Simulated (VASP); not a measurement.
Wanted: the native input for a VASP 6.6.1 run.

```
Task                   : single point
Functional             : PBE
Potentials or basis    : VASP PAW PBE potentials, release 64 (B, N)
Cutoff                 : 600 eV
k mesh                 : 8 × 8 × 8
Occupations            : gaussian, width 0.1 eV
Spin                   : no spin polarisation
Dipole correction      : no
Further INCAR settings : ALGO = Normal; EDIFF = 1e-06; NBANDS = 11
```

The structure of BN lies in POSCAR:

```
BN
1.0
    0.0000000000      1.8121622641      1.8121622641
    1.8121622641      0.0000000000      1.8121622641
    1.8121622641      1.8121622641      0.0000000000
B N
1 1
Direct
    0.0000000000      0.0000000000      0.0000000000
    0.7500000000      0.7500000000      0.7500000000
```

These files were run (other wordings do the same):

INCAR

```
PREC = Accurate
ENCUT = 600
EDIFF = 1E-6
ISMEAR = 0
SIGMA = 0.1
LREAL = F
LASPH = T
NELM = 120
ALGO = Normal
ISIF = 2
LWAVE = F
LCHARG = T
GGA = PE
LELF = T
LVHAR = T
NBANDS = 11
GGA_COMPAT = F
```

KPOINTS

```
regular mesh
0
Gamma
  8 8 8
```

Potentials or basis: VASP PAW PBE potentials, release 64 (B, N).

Run with:

```sh
$ cat potpaw_PBE.64/B/POTCAR potpaw_PBE.64/N/POTCAR > POTCAR
$ mpirun -np 1 vasp_std > vasp.out
```

Results of the run:

```json
{"Pressure": "0.1 GPa", "Band gap on the k mesh": "4.45 eV, indirect (least direct gap 8.78 eV)"}
```

Run time: 7.5 s on 1 thread of AMD EPYC 7R43 64-Core Processor (Zen 3), on a shared host, peak memory 0.09 GiB.
